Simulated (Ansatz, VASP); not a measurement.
Two plane-wave programs on CoSi2

```
CELL_PARAMETERS angstrom
0.00000 2.64703 2.64703
2.64703 0.00000 2.64703
2.64703 2.64703 0.00000
ATOMIC_POSITIONS crystal
Co 0.00000 0.00000 0.00000
Si 0.25000 0.25000 0.25000
Si 0.75000 0.75000 0.75000
```

Alike in both runs: task relaxation of cell and atoms; functional PBEsol; k mesh 11 × 11 × 11; occupations fermi-dirac, width 0.1 eV; no spin polarisation.

|  | VASP | Ansatz |
| --- | --- | --- |
| version | VASP 6.6.1 | Ansatz 0.2.0 |
| potentials or method | VASP PAW PBE potentials, release 64 (Co, Si) | PAW with Ansatz's default frozen-core files, scalar-relativistic |
| plane-wave cutoff (eV) | 600 | 420 |
| valence electrons in the cell | 17 | 25 |

|  | VASP | Ansatz | Ansatz less VASP |
| --- | --- | --- | --- |
| relaxed volume (Å³/atom) | 12.50 | 12.49 | -0.008 |
| relaxed cell length with the largest relative difference (Å) | 3.757 | 3.756 | -0.0008 |

VASP's potentials were made for PBE, not for PBEsol. VASP's potentials hold 17 valence electrons a cell and Ansatz's 25, so a difference there can come from the potentials and not from the codes.
